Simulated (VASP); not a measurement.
A run of VASP 6.6.1:

The input INCAR:

```
ALGO = Normal
EDIFF = 1E-6
ENCUT = 600
GGA = PE
GGA_COMPAT = False
ISIF = 2
ISMEAR = 0
LASPH = True
LCHARG = False
LREAL = False
LWAVE = False
NBANDS = 16
NELM = 120
PREC = Accurate
SIGMA = 0.1
```

The input KPOINTS:

```
k-points
0
Gamma
  14 14 14
```

Contents of POSCAR:

```
CaF
1.0
    4.0286138404      0.0000000000      0.0000000000
    0.0000000000      4.0286138404      0.0000000000
    0.0000000000      0.0000000000      4.2649313442
Ca F
1 1
Direct
    0.0000000000      0.0000000000      0.5000000000
    0.0000000000      0.0000000000      0.0000000000
```

Potentials or basis: VASP PAW PBE potentials, release 64 (Ca_sv, F).

Run with:

```console
$ cat potpaw_PBE.64/Ca_sv/POTCAR potpaw_PBE.64/F/POTCAR > POTCAR
$ mpirun -np 1 vasp_std > vasp.out
```

Hardware: 1 thread of Intel Xeon 8259CL, with other jobs on the host.

Q: How long does it take, and how much memory?

A: Wall time 11 min on 1 thread of Intel Xeon 8259CL (shared host), peak memory 0.49 GiB. Counts: scf iterations 15, k points 288.
